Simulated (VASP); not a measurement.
# CdF2 (R3m) in VASP: notebook

CdF2 is run at these levels: LDA; tasks: single point.

Everything below comes from runs of VASP 6.6.1. Logs are shortened: lines on timing, memory, paths and dates and some standing lists are left out, and cuts for length are marked.

## Step 1: The cell of the first run

Symmetry: R3m, No. 160, trigonal system. Conventional cell: a = 3.810 Å, b = 3.810 Å, c = 9.332 Å, α = 90.00°, β = 90.00°, γ = 120.00°. Within 2.7 Å of Cd (site symmetry 3m) lie 8 F at 2.03 to 2.63 Å. F (site symmetry 3m) has 4 Cd at 2.25 to 2.63 Å and 6 F at 2.69 Å within 3.0 Å. F (site symmetry 3m) has 4 Cd at 2.03 to 2.45 Å and 6 F at 2.69 Å within 2.7 Å.

## Step 2: Single point, LDA (all Cd atoms moved -0.300 Å, as atom 1 along Cartesian [1 1 1])

Input file INCAR:

```
ALGO = Normal ; EDIFF = 1E-6
ENCUT = 520 ; ISIF = 2
ISMEAR = 0 ; LASPH = T
LCHARG = T ; LELF = T
LREAL = F ; LVHAR = T
LWAVE = F ; NBANDS = 20
NELM = 100 ; PREC = Accurate
SIGMA = 0.05
```

Input file KPOINTS:

```
k-points
0
Gamma
  8 8 8
```

Input file POSCAR:

```
CdF2
1.0
    0.0000000000      2.6940000000      2.6940000000
    2.6940000000      0.0000000000      2.6940000000
    2.6940000000      2.6940000000      0.0000000000
Cd F
1 2
Direct
   -0.0321464515     -0.0321464515     -0.0321464515
    0.2500000000      0.2500000000      0.2500000000
    0.7500000000      0.7500000000      0.7500000000
```

Potentials or basis: VASP PAW LDA potentials, release 64 (Cd, F).

Launch:

```console
$ cat potpaw_LDA.64/Cd/POTCAR potpaw_LDA.64/F/POTCAR > POTCAR
$ mpirun -np 1 vasp_std > vasp.out
```

OUTCAR:

```text
EDIFF = 1E-6
   ENCUT = 520
   ISIF = 2
   ISMEAR = 0
   LASPH = T
   LREAL = F
   NELM = 100
   PREC = Accurate

 ion  position               nearest neighbor table
   1  0.968  0.968  0.968-   3 2.03   2 2.25   2 2.25   2 2.25   3 2.45   3 2.45   3 2.45   2 2.63

   2  0.250  0.250  0.250-   1 2.25   1 2.25   1 2.25   1 2.63
   3  0.750  0.750  0.750-   1 2.03   1 2.45   1 2.45   1 2.45

  LATTYP: Found a face centered cubic cell.
 ALAT       =     5.3880000000

  Lattice vectors:

 A1 = (   0.0000000000,   2.6940000000,   2.6940000000)
 A2 = (   2.6940000000,   0.0000000000,   2.6940000000)
 A3 = (   2.6940000000,   2.6940000000,   0.0000000000)

Analysis of symmetry for initial positions (statically):
=====================================================================
 Subroutine PRICEL returns:
 Original cell was already a primitive cell.

 Routine SETGRP: Setting up the symmetry group for a
 face centered cubic supercell.

 Subroutine GETGRP returns: Found  6 space group operations
 (whereof  6 operations were pure point group operations)
 out of a pool of 48 trial point group operations.

The static configuration has the point symmetry C_3v.

Analysis of symmetry for dynamics (positions and initial velocities):
=====================================================================
 Subroutine PRICEL returns:
 Original cell was already a primitive cell.

 Routine SETGRP: Setting up the symmetry group for a
 face centered cubic supercell.

 Subroutine GETGRP returns: Found  6 space group operations
 (whereof  6 operations were pure point group operations)
 out of a pool of 48 trial point group operations.

The dynamic configuration has the point symmetry C_3v.

 Subroutine INISYM returns: Found  6 space group operations
 (whereof  6 operations are pure point group operations),
 and found     1 'primitive' translations

----------------------------------------------------------------------------------------

                                     Primitive cell

  volume of cell :      39.1041

  direct lattice vectors                    reciprocal lattice vectors
[... 82 lines left out ...]
   ICHARG =      2    charge: 1-file 2-atom 10-const
   ISPIN  =      1    spin polarized calculation?
   LNONCOLLINEAR =      F non collinear calculations
   LSORBIT =      F    spin-orbit coupling
   LASPH  =      T    aspherical Exc in radial PAW
   ENCUT  =  520.0 eV  38.22 Ry    6.18 a.u.   7.08  7.08  7.08*2*pi/ulx,y,z
   NELM   =    100;   NELMIN=  2; NELMDL= -5     # of ELM steps
   EDIFF  = 0.1E-05   stopping-criterion for ELM
   LREAL  =      F    real-space projection
   EDIFFG = 0.1E-04   stopping-criterion for IOM
   NSW    =      0    number of steps for IOM
   IBRION =     -1    ionic relax: 0-MD 1-quasi-New 2-CG
   NFREE  =      0    steps in history (QN), initial steepest desc. (CG)
   ISIF   =      2    stress and relaxation
   ISYM   =      2    0-nonsym 1-usesym 2-fastsym
   POTIM  = 0.5000    time-step for ionic-motion
   TEBEG  =    0.0;   TEEND  =   0.0 temperature during run
   PSTRESS=    0.0 pullay stress
   NELECT =      26.0000    total number of electrons
   NUPDOWN=      -1.0000    fix difference up-down
   EMIN   =  10.00;   EMAX   =-10.00  energy-range for DOS
   EFERMI =   0.00;   METHOD = LEGACY
   ISMEAR =     0;   SIGMA  =   0.05  broadening in eV -4-tet -1-fermi 0-gaus
   EFERMI_NEDOS =   21; number of points for ismear=-14 and -15
   IALGO  =     38    algorithm
   IMIX   =      4    mixing-type and parameters
     AMIX     =   0.40;   BMIX     =  1.00
     AMIX_MAG =   1.60;   BMIX_MAG =  1.00
  volume/ion in A,a.u.               =      13.03        87.96
  Fermi-wavevector in a.u.,A,eV,Ry     =   1.428867  2.700166 27.778468  2.041660
  Thomas-Fermi vector in A             =   2.548882
   LORBIT       =      0    0 simple, 1 ext, 2 COOP (PROOUT), +10 PAW based schemes
   GGA     = CA    functional components
   LHFCALC =     F    Hartree Fock is set to
   AEXX    =    0.0000 exact exchange contribution
   IVDW    =     0    specifies the selected vdW correction
   LEPSILON=     F    determine dielectric tensor
   LRPA    =     F    only Hartree local field effects (RPA)
 non-spin polarized calculation
 Gauss-broadening in eV      SIGMA  =   0.05
  energy-cutoff  :      520.00
  volume of cell :       39.10
 maximum number of plane-waves:      1067
   NGX = 15   NGY = 15   NGZ = 15

 number of electron      25.9999979 magnetization

 Free energy of the ion-electron system (eV)
  ---------------------------------------------------
  ext. energy  EPLUGINS =         0.00000000
  ---------------------------------------------------
  free energy    TOTEN  =       -12.43796483 eV

  energy without entropy =      -12.43796483  energy(sigma->0) =      -12.43796483

 E-fermi :  -1.3739     XC(G=0): -11.1050

 val. band max:       -1.6483020635   @ k =   0.5000   0.5000   0.0000
 cond. band min:       1.1771248804   @ k =   0.0000   0.0000   0.0000
 fundamental gap:      2.8254269439
 Fermi energy:        -1.3739325629

 k-point     1 :       0.0000    0.0000    0.0000
  band No.  band energies     occupation
      1     -22.1954      2.00000
      2     -21.0534      2.00000
      3      -7.3695      2.00000
      4      -7.3220      2.00000
      5      -7.3220      2.00000
      6      -6.1197      2.00000
[... 541 lines left out ...]
     19      16.0456      0.00000
     20      18.9545      0.00000

 [... further k-points ...]

------------------------ aborting loop because EDIFF is reached ----------------------------------------

  FORCE on cell =-STRESS in cart. coord.  units (eV):
  Direction    XX          YY          ZZ          XY          YZ          ZX
  --------------------------------------------------------------------------------------
  -------------------------------------------------------------------------------------
  Total        0.2092958      0.2092958      0.2092958      0.9461198      0.9461198      0.9461198
  in kB        8.5752784      8.5752784      8.5752784     38.7644778     38.7644778     38.7644778
  external PRESSURE =       8.5752784 kB  Pullay stress =       0.0000000 kB

 VOLUME and BASIS-vectors are now :
 -----------------------------------------------------------------------------
  energy-cutoff  :      520.00
  volume of cell :       39.10
      direct lattice vectors                 reciprocal lattice vectors
     0.000000000  2.694000000  2.694000000    -0.185597624  0.185597624  0.185597624
     2.694000000  0.000000000  2.694000000     0.185597624 -0.185597624  0.185597624
     2.694000000  2.694000000  0.000000000     0.185597624  0.185597624 -0.185597624

 POSITION                                       TOTAL-FORCE (eV/Angst)
 -----------------------------------------------------------------------------------
      5.21479      5.21479      5.21479         1.307274      1.307274      1.307274
      1.34700      1.34700      1.34700        -0.167732     -0.167732     -0.167732
      4.04100      4.04100      4.04100        -1.139542     -1.139542     -1.139542
 -----------------------------------------------------------------------------------
    total drift:                               -0.000310     -0.000310     -0.000310

  FREE ENERGIE OF THE ION-ELECTRON SYSTEM (eV)
  ---------------------------------------------------
  free  energy   TOTEN  =       -12.4379648342 eV

  energy  without entropy=      -12.4379648342  energy(sigma->0) =      -12.43796483
```

stdout:

```text
POSCAR found type information on POSCAR CdF
 POSCAR found :  2 types and       3 ions
 scaLAPACK will be used
 LDA part: xc-table for (Slater(with rela. corr.)+CA(PZ))
 , standard interpolation
 POSCAR, INCAR and KPOINTS ok, starting setup
 FFT: planning ... GRIDC
 FFT: planning ... GRID_SOFT
 FFT: planning ... GRID
 WAVECAR not read
 entering main loop
```

Wall time 16 s (1 thread of Intel Xeon 6975P-C (Granite Rapids), shared host); peak memory 0.16 GiB.

Results:

- Free energy: -12.4380 eV
- Pressure: 0.9 GPa
- Largest force: 2.264 eV/Å
- Band gap on the k mesh: 2.83 eV, indirect (least direct gap 3.33 eV)

Forces in eV/Å, atoms in the order of the input:
```
Cd   1.307  1.307  1.307
F   -0.168 -0.168 -0.168
F   -1.140 -1.140 -1.140
```

Stress tensor (GPa, compression positive):
```
0.86 3.88 3.88
3.88 0.86 3.88
3.88 3.88 0.86
```

Levels at points of the mesh, in eV from the valence-band top:
```
           k point  band 10  band 11  band 12  band 13  band 14  band 15  band 16  band 17
(0.00, 0.00, 0.00)    -0.88    -0.52    -0.52    -0.50     2.83    12.37    12.37    12.82
(0.50, 0.00, 0.00)    -1.84    -1.67    -0.43    -0.34     6.92     8.78    14.18    14.63
(0.50, 0.50, 0.50)    -1.87    -1.87    -0.42    -0.42     6.92     8.96    14.18    14.18
(0.50, 0.50, 0.00)    -2.41    -0.42    -0.27     0.00     7.69     9.40    11.28    13.99
```

Caveat: the cell differs from its parent crystal (all Cd atoms moved -0.300 Å, as atom 1 along Cartesian [1 1 1]); forces of over 1 eV/Å act on the atoms, so gaps and moduli don't describe the material at rest.

## Step 3: Single point, LDA (all Cd atoms moved +0.225 Å, as atom 1 along Cartesian [1 1 1])

Input file INCAR:

```
SYSTEM = CdF2
PREC = Accurate ; ENCUT = 520
EDIFF = 1E-6 ; ISMEAR = 0
SIGMA = 0.05 ; LREAL = .False.
LASPH = .True. ; NELM = 100
ALGO = Normal ; ISIF = 2
LWAVE = .False. ; LCHARG = .False.
NBANDS = 20
```

Input file KPOINTS:

```
regular mesh
0
Gamma
  8 8 8
  0 0 0
```

POSCAR: that of step 2 with these lines changed.

```diff
@@ -8,3 +8,3 @@
 Direct
-   -0.0321464515     -0.0321464515     -0.0321464515
+    0.0241098386      0.0241098386      0.0241098386
     0.2500000000      0.2500000000      0.2500000000
```

Potentials or basis: VASP PAW LDA potentials, release 64 (Cd, F).

Launch:

```console
$ cat potpaw_LDA.64/Cd/POTCAR potpaw_LDA.64/F/POTCAR > POTCAR
$ mpirun -np 1 vasp_std > vasp.out
```

It took 17 s on 1 thread of Intel Xeon 6975P-C (Granite Rapids), shared host; peak memory 0.17 GiB.

It converged, with:

```
Free energy            : -12.5742 eV
Pressure               : -1.7 GPa
Largest force          : 1.421 eV/Å
Band gap on the k mesh : 2.85 eV, indirect (least direct gap 3.32 eV)
```

Forces on the atoms (eV/Å):
```
Cd  -0.820 -0.820 -0.820
F    0.661  0.661  0.661
F    0.159  0.159  0.159
```

Stress tensor (GPa, compression positive):
```
-1.68  2.01  2.01
 2.01 -1.68  2.01
 2.01  2.01 -1.68
```

Levels at points of the mesh, in eV from the valence-band top:
```tsv
k point	band 11	band 12	band 13	band 14	band 15	band 16
(0.00, 0.00, 0.00)	-0.47	-0.47	-0.47	2.85	12.38	12.38
(0.50, 0.00, 0.00)	-1.73	-0.38	-0.33	6.97	8.82	14.20
(0.50, 0.50, 0.50)	-1.85	-0.38	-0.38	6.97	8.92	14.20
(0.50, 0.50, 0.00)	-0.41	-0.16	-0.02	7.75	9.41	11.38
```

Caveat: the cell differs from its parent crystal (all Cd atoms moved +0.225 Å, as atom 1 along Cartesian [1 1 1]); forces of over 1 eV/Å act on the atoms, so gaps and moduli don't describe the material at rest.

(Continued in part 2 of 2.)
